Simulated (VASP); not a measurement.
# H2 in VASP: notebook

The runs below take H2 through single point, relaxation of the atoms, with PBE.

All numbers are computed with VASP 6.6.1; they aren't measurements. Logs are shortened: lines on timing, memory, paths and dates and some standing lists are left out, and cuts for length are marked.

### Step 1. The cell of the first run

The cell holds a molecule in a box, 2 atoms: a = 10.000 Å, b = 10.500 Å, c = 11.000 Å, α = 90.00°, β = 90.00°, γ = 90.00°.

### Step 2. Single point, PBE

INCAR reads:

```
ALGO = Normal ; EDIFF = 1E-6
ENCUT = 400 ; GGA = PE
GGA_COMPAT = F ; ISIF = 2
ISMEAR = 0 ; LASPH = T
LCHARG = F ; LREAL = F
LWAVE = F ; NBANDS = 8
NELM = 120 ; NELMDL = -8
PREC = Accurate ; SIGMA = 0.01
```

KPOINTS reads:

```
k-points
0
Gamma
  1 1 1
```

POSCAR reads:

```
H
1.0
   10.0000000000      0.0000000000      0.0000000000
    0.0000000000     10.5000000000      0.0000000000
    0.0000000000      0.0000000000     11.0000000000
H
2
Direct
    0.5000000000      0.5000000000      0.4658761417
    0.5000000000      0.5000000000      0.5341238583
```

Potentials or basis: VASP PAW PBE potentials, release 64 (H).

On the command line:

```console
$ cat potpaw_PBE.64/H/POTCAR > POTCAR
$ mpirun -np 1 vasp_gam > vasp.out
```

OUTCAR:

```text
EDIFF = 1E-6
   ENCUT = 400
   GGA = PE
   ISIF = 2
   ISMEAR = 0
   LASPH = T
   LREAL = F
   NELM = 120
   NELMDL = -8
   PREC = Accurate

 ion  position               nearest neighbor table
   1  0.500  0.500  0.466-   2 0.75
   2  0.500  0.500  0.534-   1 0.75

  LATTYP: Found a simple orthorhombic cell.
 ALAT       =    10.0000000000
 B/A-ratio  =     1.0500000000
 C/A-ratio  =     1.1000000000

  Lattice vectors:

 A1 = (  10.0000000000,   0.0000000000,   0.0000000000)
 A2 = (   0.0000000000,  10.5000000000,   0.0000000000)
 A3 = (   0.0000000000,   0.0000000000,  11.0000000000)

Analysis of symmetry for initial positions (statically):
=====================================================================
 Subroutine PRICEL returns:
 Original cell was already a primitive cell.

 Routine SETGRP: Setting up the symmetry group for a
 simple orthorhombic supercell.

 Subroutine GETGRP returns: Found  8 space group operations
 (whereof  8 operations were pure point group operations)
 out of a pool of  8 trial point group operations.

The static configuration has the point symmetry D_2h.

Analysis of symmetry for dynamics (positions and initial velocities):
=====================================================================
 Subroutine PRICEL returns:
 Original cell was already a primitive cell.

 Routine SETGRP: Setting up the symmetry group for a
 simple orthorhombic supercell.

 Subroutine GETGRP returns: Found  8 space group operations
 (whereof  8 operations were pure point group operations)
 out of a pool of  8 trial point group operations.

The dynamic configuration has the point symmetry D_2h.

 Subroutine INISYM returns: Found  8 space group operations
 (whereof  8 operations are pure point group operations),
 and found     1 'primitive' translations

----------------------------------------------------------------------------------------

                                     Primitive cell

  volume of cell :    1155.0000

  direct lattice vectors                    reciprocal lattice vectors
    10.000000000  0.000000000  0.000000000     0.100000000  0.000000000  0.000000000
     0.000000000 10.500000000  0.000000000     0.000000000  0.095238095  0.000000000
     0.000000000  0.000000000 11.000000000     0.000000000  0.000000000  0.090909091

  length of vectors
    10.000000000 10.500000000 11.000000000     0.100000000  0.095238095  0.090909091

  position of ions in fractional coordinates (direct lattice)
     0.500000000  0.500000000  0.465876142
     0.500000000  0.500000000  0.534123858

  ion indices of the primitive-cell ions
   primitive index   ion index
                 1           1
                 2           2

----------------------------------------------------------------------------------------

 KPOINTS: k-points

Automatic generation of k-mesh.
 Grid dimensions read from file:
 generate k-points for:    1    1    1

 Generating k-lattice:

  Cartesian coordinates                     Fractional coordinates (reciprocal lattice)
     0.100000000  0.000000000  0.000000000     1.000000000  0.000000000  0.000000000
     0.000000000  0.095238095  0.000000000     0.000000000  1.000000000  0.000000000
     0.000000000  0.000000000  0.090909091     0.000000000  0.000000000  1.000000000

  Length of vectors
     0.100000000  0.095238095  0.090909091

  Shift w.r.t. Gamma in fractional coordinates (k-lattice)
     0.000000000  0.000000000  0.000000000

 Subroutine IBZKPT returns following result:
 ===========================================

 Found      1 irreducible k-points:

 Following reciprocal coordinates:
            Coordinates               Weight
  0.000000  0.000000  0.000000      1.000000
   k-points           NKPTS =      1   k-points in BZ     NKDIM =      1   number of bands    NBANDS=      8
   number of dos      NEDOS =    301   number of ions     NIONS =      2
   total plane-waves  NPLWV = 352800
   dimension x,y,z NGX =    70 NGY =   70 NGZ =   72
   dimension x,y,z NGXF=   140 NGYF=  140 NGZF=  144
   ions per type =               2
   NGX,Y,Z   is equivalent  to a cutoff of  11.64, 11.08, 10.88 a.u.
   NGXF,Y,Z  is equivalent  to a cutoff of  23.27, 22.17, 21.76 a.u.
 SYSTEM =  unknown system
   PREC   = accura    normal or accurate (medium, high low for compatibility)
   ISTART =      0    job   : 0-new  1-cont  2-samecut
   ICHARG =      2    charge: 1-file 2-atom 10-const
   ISPIN  =      1    spin polarized calculation?
   LNONCOLLINEAR =      F non collinear calculations
   LSORBIT =      F    spin-orbit coupling
   LASPH  =      T    aspherical Exc in radial PAW
   ENCUT  =  400.0 eV  29.40 Ry    5.42 a.u.  16.31 17.12 17.94*2*pi/ulx,y,z
   NELM   =    120;   NELMIN=  2; NELMDL= -8     # of ELM steps
   EDIFF  = 0.1E-05   stopping-criterion for ELM
   LREAL  =      F    real-space projection
   EDIFFG = 0.1E-04   stopping-criterion for IOM
   NSW    =      0    number of steps for IOM
   IBRION =     -1    ionic relax: 0-MD 1-quasi-New 2-CG
   NFREE  =      0    steps in history (QN), initial steepest desc. (CG)
   ISIF   =      2    stress and relaxation
   ISYM   =      2    0-nonsym 1-usesym 2-fastsym
   POTIM  = 0.5000    time-step for ionic-motion
   TEBEG  =    0.0;   TEEND  =   0.0 temperature during run
   PSTRESS=    0.0 pullay stress
   NELECT =       2.0000    total number of electrons
   NUPDOWN=      -1.0000    fix difference up-down
   EMIN   =  10.00;   EMAX   =-10.00  energy-range for DOS
   EFERMI =   0.00;   METHOD = LEGACY
   ISMEAR =     0;   SIGMA  =   0.01  broadening in eV -4-tet -1-fermi 0-gaus
   EFERMI_NEDOS =   21; number of points for ismear=-14 and -15
   IALGO  =     38    algorithm
   IMIX   =      4    mixing-type and parameters
     AMIX     =   0.40;   BMIX     =  1.00
     AMIX_MAG =   1.60;   BMIX_MAG =  1.00
  volume/ion in A,a.u.               =     577.50      3897.16
  Fermi-wavevector in a.u.,A,eV,Ry     =   0.196588  0.371498  0.525823  0.038647
  Thomas-Fermi vector in A             =   0.945437
   LORBIT       =      0    0 simple, 1 ext, 2 COOP (PROOUT), +10 PAW based schemes
   GGA     = PE    functional components
   LHFCALC =     F    Hartree Fock is set to
   AEXX    =    0.0000 exact exchange contribution
   IVDW    =     0    specifies the selected vdW correction
   LEPSILON=     F    determine dielectric tensor
   LRPA    =     F    only Hartree local field effects (RPA)
 non-spin polarized calculation
 Gauss-broadening in eV      SIGMA  =   0.01
  energy-cutoff  :      400.00
  volume of cell :     1155.00
 maximum number of plane-waves:     10477
 NGX is ok and might be reduce to    70
   NGX = 33   NGY = 35   NGZ = 35

 number of electron       1.9999999 magnetization

 Free energy of the ion-electron system (eV)
  ---------------------------------------------------
  ext. energy  EPLUGINS =         0.00000000
  ---------------------------------------------------
  free energy    TOTEN  =        -6.76023361 eV

  energy without entropy =       -6.76023361  energy(sigma->0) =       -6.76023361

 E-fermi : -10.2325     XC(G=0):  -0.3353

 val. band max:      -10.3015938147   @ k =   0.0000   0.0000   0.0000
 cond. band min:      -0.1543048051   @ k =   0.0000   0.0000   0.0000
 fundamental gap:     10.1472890096
 Fermi energy:       -10.2324780395

 k-point     1 :       0.0000    0.0000    0.0000
  band No.  band energies     occupation
      1     -10.3016      2.00000
      2      -0.1543      0.00000
      3       0.3116      0.00000
      4       0.8853      0.00000
      5       0.9786      0.00000
      6       1.1187      0.00000
      7       1.2354      0.00000
      8       1.3799      0.00000

------------------------ aborting loop because EDIFF is reached ----------------------------------------

  FORCE on cell =-STRESS in cart. coord.  units (eV):
  Direction    XX          YY          ZZ          XY          YZ          ZX
  --------------------------------------------------------------------------------------
  -------------------------------------------------------------------------------------
  Total       -0.1188529     -0.1223538     -0.1568104      0.0000000      0.0000000      0.0000000
  in kB       -0.1648687     -0.1697251     -0.2175222      0.0000000      0.0000000      0.0000000
  external PRESSURE =      -0.1840387 kB  Pullay stress =       0.0000000 kB

 VOLUME and BASIS-vectors are now :
 -----------------------------------------------------------------------------
  energy-cutoff  :      400.00
  volume of cell :     1155.00
      direct lattice vectors                 reciprocal lattice vectors
    10.000000000  0.000000000  0.000000000     0.100000000  0.000000000  0.000000000
     0.000000000 10.500000000  0.000000000     0.000000000  0.095238095  0.000000000
     0.000000000  0.000000000 11.000000000     0.000000000  0.000000000  0.090909091

 POSITION                                       TOTAL-FORCE (eV/Angst)
 -----------------------------------------------------------------------------------
      5.00000      5.25000      5.12464         0.000000      0.000000      0.002508
      5.00000      5.25000      5.87536         0.000000      0.000000     -0.002508
 -----------------------------------------------------------------------------------
    total drift:                                0.000000      0.000000      0.000000

  FREE ENERGIE OF THE ION-ELECTRON SYSTEM (eV)
  ---------------------------------------------------
  free  energy   TOTEN  =        -6.7602336083 eV

  energy  without entropy=       -6.7602336083  energy(sigma->0) =       -6.76023361
```

It took 22 s on 1 thread of AMD EPYC 9R45 (Zen 5), shared host; peak memory 0.59 GiB.

What came out:

```yaml
Free_energy: -6.7602 eV
Gap_between_the_frontier_levels: 10.15 eV
```

Forces in eV/Å, atoms in the order of the input:
```
H    0.000  0.000  0.003
H    0.000  0.000 -0.003
```

### Step 3. Relaxation of the atoms, PBE

INCAR reads:

```
  ALGO = Normal
  EDIFF = 1E-7
  EDIFFG = -0.004
  ENCUT = 450
  GGA = PE
  GGA_COMPAT = F
  IBRION = 2
  ISIF = 2
  ISMEAR = 0
  LASPH = T
  LCHARG = F
  LREAL = F
  LWAVE = F
  NELM = 120
  NELMDL = -8
  NELMIN = 4
  NSW = 80
  PREC = Accurate
  SIGMA = 0.01
```

KPOINTS is that of step 2.

POSCAR reads:

```
H
1.0
   10.0000000000      0.0000000000      0.0000000000
    0.0000000000     10.5000000000      0.0000000000
    0.0000000000      0.0000000000     11.0000000000
H
2
Direct
    0.5000000000      0.5000000000      0.4663636364
    0.5000000000      0.5000000000      0.5336363636
```

Potentials or basis: VASP PAW PBE potentials, release 64 (H).

On the command line:

```console
$ cat potpaw_PBE.64/H/POTCAR > POTCAR
$ mpirun -np 1 vasp_gam > vasp.out
```

It took 65 s on 1 thread of AMD EPYC 9R45 (Zen 5), shared host; peak memory 0.8 GiB.

It converged, with:

```
Free energy                     : -6.7676 eV
Energy gained by relaxing       : 0.9 meV/atom
Ionic steps                     : 3
Gap between the frontier levels : 10.16 eV
```

The path:
| step | energy change (eV) | largest force (eV/Å) | pressure (GPa) |
| --- | --- | --- | --- |
| 1 | 0.0000 | 0.3658 | 0.00 |
| 2 | 0.0083 | 0.7894 | -0.04 |
| 3 | -0.0019 | 0.0004 | -0.01 |

Final structure:
```
H
1.0
    10.00000    0.00000    0.00000
     0.00000   10.50000    0.00000
     0.00000    0.00000   11.00000
H
2
Direct
  0.50000 0.50000 0.46589
  0.50000 0.50000 0.53411
```

Levels at points of the mesh, in eV from the valence-band top:
```csv
k point,band 1,band 2,band 3,band 4,band 5
"(0.00, 0.00, 0.00)",0.00,10.16,10.62,11.19,11.28
```
